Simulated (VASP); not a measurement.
Write the native input for VASP 6.6.1 that does the following.

| Item | Value |
| --- | --- |
| Task | single point |
| Functional | PBE |
| Potentials or basis | VASP PAW PBE potentials, release 64 (Be) |
| Cutoff | 520 eV |
| k mesh | 22 × 22 × 22 |
| Occupations | fermi-dirac, width 0.08 eV |
| Spin | no spin polarisation |
| Dipole correction | no |
| Further INCAR settings | ALGO = Normal; EDIFF = 1e-07; NBANDS = 7 |

The structure of Be lies in POSCAR:

```
Be
1.0
   -1.2182227666      1.2182227666      1.2182227666
    1.2182227666     -1.2182227666      1.2182227666
    1.2182227666      1.2182227666     -1.2182227666
Be
1
Direct
    0.0000000000      0.0000000000      0.0000000000
```

This isn't the form of Be at room conditions, which is hcp.

One way to write it, as run:

INCAR

```
SYSTEM = Be
PREC = Accurate
ENCUT = 520
EDIFF = 1E-7
ISMEAR = -1
SIGMA = 0.08
LREAL = .FALSE.
LASPH = .TRUE.
NELM = 80
ALGO = Normal
ISIF = 2
LWAVE = .FALSE.
LCHARG = .FALSE.
GGA = PE
NBANDS = 7
```

KPOINTS

```
regular mesh
0
G
  22 22 22
  0 0 0
```

Potentials or basis: VASP PAW PBE potentials, release 64 (Be).

Command:

```sh
$ cat potpaw_PBE.64/Be/POTCAR > POTCAR
$ mpirun -np 1 vasp_std > vasp.out
```

Results of the run:

```yaml
Pressure: 11.2 GPa
Band_gap_on_the_k_mesh: zero (bands 1 and 2 overlap by 5.63 eV)
```

Caveat: the cell stands under pressure.

Run time: 7.1 s on 1 thread of Intel Xeon 8259CL, with other jobs on the host, peak memory 0.12 GiB.
